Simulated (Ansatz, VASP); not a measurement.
**Two plane-wave programs on SnO**

```
Sn O
1.0
    -3.81628   -0.01838   -0.04296
    -0.05628    0.02192   -5.10156
    -0.03677   -7.35596    0.03347
Sn O
4 4
Direct
  0.52175 0.78200 0.01252
  0.48245 0.77079 0.51348
  0.97106 0.24521 0.74368
  0.03262 0.22330 0.23146
  0.00440 0.96247 0.00833
  0.98667 0.01699 0.49535
  0.47596 0.98202 0.75708
  0.52509 0.01721 0.23810
```

Change from the starting cell: cell x2, atoms moved at random (sigma 0.1 Å) and cell strained at random (1.5 %), then relaxed without symmetry.

Alike in both runs: task relaxation of cell and atoms; functional PBE; k mesh 4 × 4 × 2; occupations gaussian, width 0.1 eV; no spin polarisation.

```csv
,VASP,Ansatz
version,VASP 6.6.1,Ansatz 0.2.0
potentials or method,"VASP PAW PBE potentials, release 64 (Sn_d, O), cutoff 600 eV","scalar-relativistic, plane waves, PAW"
valence electrons in the cell,80,80
```

```tsv
	VASP	Ansatz	Ansatz less VASP
gap on the k mesh at the Fermi level, each at its own relaxed structure (eV)	0.48	0.51	+0.040
relaxed volume (Å³/atom)	18.94	19.01	+0.070
relaxed cell length with the largest relative difference (Å)	5.064	5.082	+0.0182
```

The k mesh is coarse, so the values compare programs but aren't converged.
